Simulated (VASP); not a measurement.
# Cu (P6_3/mmc) in VASP: further runs

Runs on Cu. Level: PBEsol. Tasks: single point.

Program: VASP 6.6.1. These are calculated values, not measurements. Logs are shortened: lines on timing, memory, paths and dates and some standing lists are left out, and cuts for length are marked.

**1. The cell of the first run**

It takes space group P6_3/mmc (No. 194, hexagonal). The conventional cell has a = 2.531 Å, b = 2.531 Å, c = 8.262 Å, α = 90.00°, β = 90.00°, γ = 120.00°. Cu (site symmetry -6m2) has 12 Cu at 2.53 Å within 3.3 Å. Within 3.3 Å of Cu (site symmetry -3m) lie 12 Cu at 2.53 Å.

**2. Single point, PBEsol**

The input, INCAR:

```
SYSTEM = Cu
PREC = Accurate
ENCUT = 520
EDIFF = 1E-6
ISMEAR = -1
SIGMA = 0.05
LREAL = .FALSE.
LASPH = .TRUE.
NELM = 80
ALGO = Normal
ISIF = 2
LWAVE = .FALSE.
LCHARG = .FALSE.
GGA = PS
NBANDS = 30
```

The input, KPOINTS:

```
regular mesh
0
G
  12 12 4
  0 0 0
```

The input, POSCAR:

```
Cu
1.0
    2.5307640267      0.0000000000      0.0000000000
   -1.2653820134      2.1917059381      0.0000000000
    0.0000000000      0.0000000000      8.2618150800
Cu
4
Direct
    0.6666666667      0.3333333333      0.7500000000
    0.0000000000      0.0000000000      0.5000000000
    0.3333333333      0.6666666667      0.2500000000
    0.0000000000      0.0000000000      0.0000000000
```

Potentials or basis: VASP PAW PBE potentials, release 64 (Cu).

Command:

```bash
cat potpaw_PBE.64/Cu/POTCAR > POTCAR
mpirun -np 1 vasp_std > vasp.out
```

OUTCAR:

```text
SYSTEM = Cu
   PREC = Accurate
   ENCUT = 520
   EDIFF = 1E-6
   ISMEAR = -1
   LREAL = .FALSE.
   LASPH = .TRUE.
   NELM = 80
   ISIF = 2
   GGA = PS

 ion  position               nearest neighbor table
   1  0.667  0.333  0.750-   2 2.53   4 2.53   2 2.53   4 2.53   2 2.53   4 2.53
   2  0.000  0.000  0.500-   1 2.53   3 2.53   1 2.53   3 2.53   1 2.53   3 2.53
   3  0.333  0.667  0.250-   2 2.53   4 2.53   2 2.53   4 2.53   2 2.53   4 2.53
   4  0.000  0.000  0.000-   1 2.53   3 2.53   1 2.53   3 2.53   1 2.53   3 2.53

  LATTYP: Found a hexagonal cell.
 ALAT       =     2.5307640267
 C/A-ratio  =     3.2645537051

  Lattice vectors:

 A1 = (   2.5307640267,   0.0000000000,   0.0000000000)
 A2 = (  -1.2653820134,   2.1917059381,   0.0000000000)
 A3 = (   0.0000000000,   0.0000000000,   8.2618150800)

Analysis of symmetry for initial positions (statically):
=====================================================================
 Subroutine PRICEL returns:
 Original cell was already a primitive cell.

 Routine SETGRP: Setting up the symmetry group for a
 hexagonal supercell.

 Subroutine GETGRP returns: Found 24 space group operations
 (whereof 12 operations were pure point group operations)
 out of a pool of 24 trial point group operations.

The static configuration has the point symmetry D_3d.
 The point group associated with its full space group is D_6h.

Analysis of symmetry for dynamics (positions and initial velocities):
=====================================================================
 Subroutine PRICEL returns:
 Original cell was already a primitive cell.

 Routine SETGRP: Setting up the symmetry group for a
 hexagonal supercell.

 Subroutine GETGRP returns: Found 24 space group operations
 (whereof 12 operations were pure point group operations)
 out of a pool of 24 trial point group operations.

The dynamic configuration has the point symmetry D_3d.
 The point group associated with its full space group is D_6h.

 Subroutine INISYM returns: Found 24 space group operations
 (whereof 12 operations are pure point group operations),
 and found     1 'primitive' translations

----------------------------------------------------------------------------------------

                                     Primitive cell

  volume of cell :      45.8257

  direct lattice vectors                    reciprocal lattice vectors
     2.530764027  0.000000000  0.000000000     0.395137591  0.228132794  0.000000000
    -1.265382013  2.191705938  0.000000000     0.000000000  0.456265589  0.000000000
     0.000000000  0.000000000  8.261815080     0.000000000  0.000000000  0.121038778

  length of vectors
     2.530764027  2.530764027  8.261815080     0.456265589  0.456265589  0.121038778

  position of ions in fractional coordinates (direct lattice)
     0.666666667  0.333333333  0.750000000
     0.000000000  0.000000000  0.500000000
     0.333333333  0.666666667  0.250000000
     0.000000000  0.000000000  0.000000000

  ion indices of the primitive-cell ions
   primitive index   ion index
                 1           1
                 2           2
                 3           3
                 4           4

----------------------------------------------------------------------------------------

 KPOINTS: regular mesh

Automatic generation of k-mesh.
 Grid dimensions read from file:
 generate k-points for:   12   12    4

 Generating k-lattice:

  Cartesian coordinates                     Fractional coordinates (reciprocal lattice)
     0.032928133  0.019011066  0.000000000     0.083333333  0.000000000  0.000000000
     0.000000000  0.038022132  0.000000000     0.000000000  0.083333333  0.000000000
     0.000000000  0.000000000  0.030259694     0.000000000  0.000000000  0.250000000

  Length of vectors
     0.038022132  0.038022132  0.030259694

  Shift w.r.t. Gamma in fractional coordinates (k-lattice)
     0.000000000  0.000000000  0.000000000

 Subroutine IBZKPT returns following result:
 ===========================================

 Found     57 irreducible k-points:

 Following reciprocal coordinates:
            Coordinates               Weight
  0.000000  0.000000  0.000000      1.000000
  0.083333 -0.000000  0.000000      6.000000
  0.166667 -0.000000  0.000000      6.000000
  0.250000 -0.000000  0.000000      6.000000
  0.333333  0.000000  0.000000      6.000000
  0.416667  0.000000  0.000000      6.000000
[... 16 lines left out ...]
  0.250000 -0.000000  0.250000     12.000000
  0.333333  0.000000  0.250000     12.000000
 [... further k-points ...]
   k-points           NKPTS =     57   k-points in BZ     NKDIM =     57   number of bands    NBANDS=     30
   number of dos      NEDOS =    301   number of ions     NIONS =      4
   total plane-waves  NPLWV =  25600
   dimension x,y,z NGX =    20 NGY =   20 NGZ =   64
   dimension x,y,z NGXF=    40 NGYF=   40 NGZF=  128
   ions per type =               4
   NGX,Y,Z   is equivalent  to a cutoff of  13.14, 13.14, 12.88 a.u.
   NGXF,Y,Z  is equivalent  to a cutoff of  26.28, 26.28, 25.76 a.u.
 SYSTEM =  Cu
   PREC   = accura    normal or accurate (medium, high low for compatibility)
   ISTART =      0    job   : 0-new  1-cont  2-samecut
   ICHARG =      2    charge: 1-file 2-atom 10-const
   ISPIN  =      1    spin polarized calculation?
   LNONCOLLINEAR =      F non collinear calculations
   LSORBIT =      F    spin-orbit coupling
   LASPH  =      T    aspherical Exc in radial PAW
   ENCUT  =  520.0 eV  38.22 Ry    6.18 a.u.   4.71  4.71 15.36*2*pi/ulx,y,z
   NELM   =     80;   NELMIN=  2; NELMDL= -5     # of ELM steps
   EDIFF  = 0.1E-05   stopping-criterion for ELM
   LREAL  =      F    real-space projection
   EDIFFG = 0.1E-04   stopping-criterion for IOM
   NSW    =      0    number of steps for IOM
   IBRION =     -1    ionic relax: 0-MD 1-quasi-New 2-CG
   NFREE  =      0    steps in history (QN), initial steepest desc. (CG)
   ISIF   =      2    stress and relaxation
   ISYM   =      2    0-nonsym 1-usesym 2-fastsym
   POTIM  = 0.5000    time-step for ionic-motion
   TEBEG  =    0.0;   TEEND  =   0.0 temperature during run
   PSTRESS=    0.0 pullay stress
   NELECT =      44.0000    total number of electrons
   NUPDOWN=      -1.0000    fix difference up-down
   EMIN   =  10.00;   EMAX   =-10.00  energy-range for DOS
   EFERMI =   0.00;   METHOD = LEGACY
   ISMEAR =    -1;   SIGMA  =   0.05  broadening in eV -4-tet -1-fermi 0-gaus
   EFERMI_NEDOS =   21; number of points for ismear=-14 and -15
   IALGO  =     38    algorithm
   IMIX   =      4    mixing-type and parameters
     AMIX     =   0.40;   BMIX     =  1.00
     AMIX_MAG =   1.60;   BMIX_MAG =  1.00
  volume/ion in A,a.u.               =      11.46        77.31
  Fermi-wavevector in a.u.,A,eV,Ry     =   1.615062  3.052025 35.489789  2.608426
  Thomas-Fermi vector in A             =   2.709870
   LORBIT       =      0    0 simple, 1 ext, 2 COOP (PROOUT), +10 PAW based schemes
   GGA     = PS    functional components
   LHFCALC =     F    Hartree Fock is set to
   AEXX    =    0.0000 exact exchange contribution
   IVDW    =     0    specifies the selected vdW correction
   LEPSILON=     F    determine dielectric tensor
   LRPA    =     F    only Hartree local field effects (RPA)
 non-spin polarized calculation
  energy-cutoff  :      520.00
  volume of cell :       45.83
 maximum number of plane-waves:      1250
 NGX is ok and might be reduce to    20
   NGX =  9   NGY =  9   NGZ = 31

 number of electron      43.9999989 magnetization

 Free energy of the ion-electron system (eV)
  ---------------------------------------------------
  ext. energy  EPLUGINS =         0.00000000
  ---------------------------------------------------
  free energy    TOTEN  =       -17.20987720 eV

  energy without entropy =      -17.19682258  energy(sigma->0) =      -17.20334989

 E-fermi :   7.6865     XC(G=0): -13.0863

 val. band max:        7.6595873165   @ k =   0.1667   0.0833   0.5000
 cond. band min:       7.7929872739   @ k =   0.5000  -0.0000   0.5000
 fundamental gap:      0.1333999574
 Fermi energy:         7.6864540305

 k-point     1 :       0.0000    0.0000    0.0000
  band No.  band energies     occupation
      1      -1.8418      2.00000
      2       0.3176      2.00000
      3       0.3327      2.00000
      4       2.5143      2.00000
      5       4.3942      2.00000
      6       4.3963      2.00000
[... 22 lines left out ...]
     29      29.9098      0.00000
     30      30.0538      0.00000

 k-point     2 :       0.0833   -0.0000    0.0000
  band No.  band energies     occupation
      1      -1.6125      2.00000
      2       0.5219      2.00000
      3       0.5366      2.00000
      4       2.6501      2.00000
      5       4.2878      2.00000
      6       4.3408      2.00000
[... 22 lines left out ...]
     29      28.0170      0.00000
     30      28.0315      0.00000

 k-point     3 :       0.1667   -0.0000    0.0000
  band No.  band energies     occupation
      1      -0.9405      2.00000
      2       1.0967      2.00000
      3       1.1101      2.00000
      4       2.9984      2.00000
      5       4.0925      2.00000
      6       4.2123      2.00000
[... 22 lines left out ...]
     29      24.2459      0.00000
     30      24.2946      0.00000

 k-point     4 :       0.2500   -0.0000    0.0000
  band No.  band energies     occupation
      1       0.1129      2.00000
      2       1.8795      2.00000
      3       1.8905      2.00000
      4       3.3292      2.00000
      5       3.9395      2.00000
      6       3.9594      2.00000
[... 22 lines left out ...]
     29      22.0625      0.00000
     30      22.2218      0.00000

 k-point     5 :       0.3333    0.0000    0.0000
  band No.  band energies     occupation
      1       1.3751      2.00000
      2       2.4786      2.00000
      3       2.5005      2.00000
      4       3.3380      2.00000
      5       3.6879      2.00000
      6       3.8412      2.00000
[... 22 lines left out ...]
     29      22.3491      0.00000
     30      22.4224      0.00000
[... 526 lines left out ...]
     29      27.2935      0.00000
     30      28.1689      0.00000

 k-point    22 :       0.1667   -0.0000    0.2500
  band No.  band energies     occupation
      1      -0.8016      2.00000
      2       0.2627      2.00000
      3       1.9933      2.00000
      4       2.9426      2.00000
      5       4.0752      2.00000
      6       4.2378      2.00000
[... 22 lines left out ...]
     29      24.3259      0.00000
     30      25.4274      0.00000

 k-point    23 :       0.2500   -0.0000    0.2500
  band No.  band energies     occupation
      1       0.2382      2.00000
      2       1.1779      2.00000
      3       2.5915      2.00000
      4       3.3066      2.00000
      5       3.8548      2.00000
      6       3.8743      2.00000
[... 22 lines left out ...]
     29      21.7101      0.00000
     30      24.0302      0.00000

 k-point    24 :       0.3333    0.0000    0.2500
  band No.  band energies     occupation
      1       1.4648      2.00000
      2       2.0844      2.00000
      3       2.8614      2.00000
      4       3.3322      2.00000
      5       3.5918      2.00000
      6       3.6830      2.00000
[... 22 lines left out ...]
     29      20.4929      0.00000
     30      21.2699      0.00000

 [... further k-points ...]
[... 5 lines left out ...]
  --------------------------------------------------------------------------------------
  -------------------------------------------------------------------------------------
  Total       -0.1576741     -0.1576741     -0.3009782      0.0000000      0.0000000      0.0000000
  in kB       -5.5126628     -5.5126628    -10.5229188      0.0000000      0.0000000      0.0000000
  external PRESSURE =      -7.1827481 kB  Pullay stress =       0.0000000 kB

 VOLUME and BASIS-vectors are now :
 -----------------------------------------------------------------------------
  energy-cutoff  :      520.00
  volume of cell :       45.83
      direct lattice vectors                 reciprocal lattice vectors
     2.530764027  0.000000000  0.000000000     0.395137591  0.228132794  0.000000000
    -1.265382013  2.191705938  0.000000000     0.000000000  0.456265589  0.000000000
     0.000000000  0.000000000  8.261815080     0.000000000  0.000000000  0.121038778

 POSITION                                       TOTAL-FORCE (eV/Angst)
 -----------------------------------------------------------------------------------
      1.26538      0.73057      6.19636         0.000000      0.000000      0.000000
      0.00000      0.00000      4.13091        -0.000000      0.000000      0.000000
     -0.00000      1.46114      2.06545         0.000000      0.000000      0.000000
      0.00000      0.00000      0.00000        -0.000000      0.000000      0.000000
 -----------------------------------------------------------------------------------
    total drift:                                0.000000     -0.000000      0.000000

  FREE ENERGIE OF THE ION-ELECTRON SYSTEM (eV)
  ---------------------------------------------------
  free  energy   TOTEN  =       -17.2098771990 eV

  energy  without entropy=      -17.1968225844  energy(sigma->0) =      -17.20334989
```

It took 29 s on 1 thread of Intel Xeon 6975P-C (Granite Rapids), shared host; peak memory 0.19 GiB.

Results:

| Property | Result |
| --- | --- |
| Free energy | -17.2099 eV |
| Pressure | -0.7 GPa |
| Band gap on the k mesh | zero (band 22 reaches 11.17 eV, above the bottom of band 23 at 5.96 eV) |

Caveat: the PAW data sets were made with another functional, which shifts forces and pressure a little.

[end of part 1 of 2]
